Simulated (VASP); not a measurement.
A run of VASP 6.6.1:

INCAR

```
SYSTEM = Si
PREC = Accurate
ENCUT = 520
EDIFF = 1E-6
ISMEAR = 0
SIGMA = 0.02
LREAL = .False.
LASPH = .True.
NELM = 60
ALGO = Normal
ISIF = 2
LWAVE = .False.
LCHARG = .False.
NBANDS = 16
```

File KPOINTS:

```
regular mesh
0
Gamma
  12 12 6
  0 0 0
```

Contents of POSCAR:

```
Si
1.0
    3.6879162150      0.0000000000      0.0000000000
   -1.8439581075      3.1938291292      0.0000000000
    0.0000000000      0.0000000000      6.4023243704
Si
4
Direct
    0.3333333333      0.6666666667      0.0645367061
    0.6666666667      0.3333333333      0.5645367061
    0.3333333333      0.6666666667      0.4354632939
    0.6666666667      0.3333333333      0.9354632939
```

Potentials or basis: VASP PAW LDA potentials, release 64 (Si).

Launch:

```bash
$ cat potpaw_LDA.64/Si/POTCAR > POTCAR
$ mpirun -np 1 vasp_std > vasp.out
```

Hardware: 1 thread of Intel(R) Xeon(R) Platinum 8488C (Sapphire Rapids) (shared host).

**Question.** Estimate the wall time of this run.

**Answer.** It took 37 s on 1 thread of Intel(R) Xeon(R) Platinum 8488C (Sapphire Rapids), with other jobs on the host, peak memory 0.19 GiB. Counts: scf iterations 12, k points 76.
